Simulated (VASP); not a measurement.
A run of VASP 6.6.1 is set up as follows.

Contents of INCAR:

```
SYSTEM = CdS
  ALGO = Normal
  EDIFF = 1E-6
  ENCUT = 520
  GGA = PE
  ISIF = 2
  ISMEAR = 0
  LASPH = .TRUE.
  LCHARG = .FALSE.
  LREAL = .FALSE.
  LWAVE = .FALSE.
  NBANDS = 16
  NELM = 80
  PREC = Accurate
  SIGMA = 0.01
```

Contents of KPOINTS:

```
k-points
0
G
  4 4 4
  0 0 0
```

The input POSCAR:

```
CdS
1.0
   -0.0855900000      2.8337100000      2.9526500000
    2.8421600000     -0.0357600000      2.9028100000
    2.8603000000      2.8020200000     -0.0539000000
Cd S
1 1
Direct
    0.0044100000      0.0085800000      0.9974700000
    0.2363777772      0.2568206499      0.2411987718
```

Potentials or basis: VASP PAW PBE potentials, release 64 (Cd, S).

Command:

```console
$ cat potpaw_PBE.64/Cd/POTCAR potpaw_PBE.64/S/POTCAR > POTCAR
$ mpirun -np 1 vasp_std > vasp.out
```

Question: Predict the pressure.

Answer: 5.9 GPa.

Question: Predict the band gap on the k mesh.

Answer: 1.16 eV, direct.

Stress tensor (GPa, compression positive):
```
6.12 3.34 4.22
3.34 6.03 1.53
4.22 1.53 5.62
```

Caveat: the k points lie up to 0.47 Å⁻¹ apart; forces of over 1 eV/Å act on the atoms, so gaps and moduli don't describe the material at rest.
